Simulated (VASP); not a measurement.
A run of VASP 6.6.1:

The input INCAR:

```
PREC = Accurate
ENCUT = 600
EDIFF = 1E-6
ISMEAR = 0
SIGMA = 0.1
LREAL = F
LASPH = T
NELM = 80
ALGO = Normal
ISIF = 3
LWAVE = F
LCHARG = F
GGA = PS
IBRION = 2
NSW = 80
EDIFFG = -0.02
```

KPOINTS

```
Automatic mesh
0
Gamma
  16 16 16
```

The input POSCAR:

```
Re
1.0
    2.5300000000      0.0000000000      0.0000000000
    0.0000000000      2.5300000000      0.0000000000
    0.0000000000      0.0000000000      2.5300000000
Re
1
Direct
    0.0000000000      0.0000000000      0.0000000000
```

Potentials or basis: VASP PAW PBE potentials, release 64 (Re).

Command:

```sh
$ cat potpaw_PBE.64/Re/POTCAR > POTCAR
$ mpirun -np 1 vasp_std > vasp.out
```

Hardware: 1 thread of Intel(R) Xeon(R) Platinum 8488C (Sapphire Rapids), on a shared host.

How long does it take, and how much memory?

Wall time 24 s on 1 thread of Intel(R) Xeon(R) Platinum 8488C (Sapphire Rapids) (shared host), peak memory 0.15 GiB. Counts: scf iterations 29, k points 165, ion steps 4.
